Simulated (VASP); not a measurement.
Here is a VASP 6.6.1 calculation.

File INCAR:

```
PREC = Accurate
ENCUT = 520
EDIFF = 1E-6
ISMEAR = 0
SIGMA = 0.1
LREAL = F
LASPH = T
NELM = 150
ALGO = Normal
ISIF = 2
LWAVE = F
LCHARG = T
ISPIN = 2
MAGMOM = 0 0 1.19
LORBIT = 11
LMAXMIX = 4
GGA = PS
LELF = T
LVHAR = T
NBANDS = 18
```

File KPOINTS:

```
regular mesh
0
Gamma
  6 6 6
```

File POSCAR:

```
Be2Co
1.0
    0.0000000000      1.9194920000      5.3325430000
    1.3384940000      0.0000000000      5.3325430000
    1.3384940000      1.9194920000      0.0000000000
Be Co
2 1
Direct
    0.3360580000      0.3360580000      0.6639420000
    0.6639420000      0.6639420000      0.3360580000
    0.0000000000      0.0000000000      0.0000000000
```

Potentials or basis: VASP PAW PBE potentials, release 64 (Be, Co).

Run with:

```console
$ cat potpaw_PBE.64/Be/POTCAR potpaw_PBE.64/Co/POTCAR > POTCAR
$ mpirun -np 1 vasp_std > vasp.out
```

(1) Predict the pressure.

(2) Estimate the largest force.

## Answers

(1) -4.8 GPa.

(2) 0.040 eV/Å.

Caveat: the k points lie up to 0.49 Å⁻¹ apart; the PAW data sets were made with another functional, which shifts forces and pressure a little.
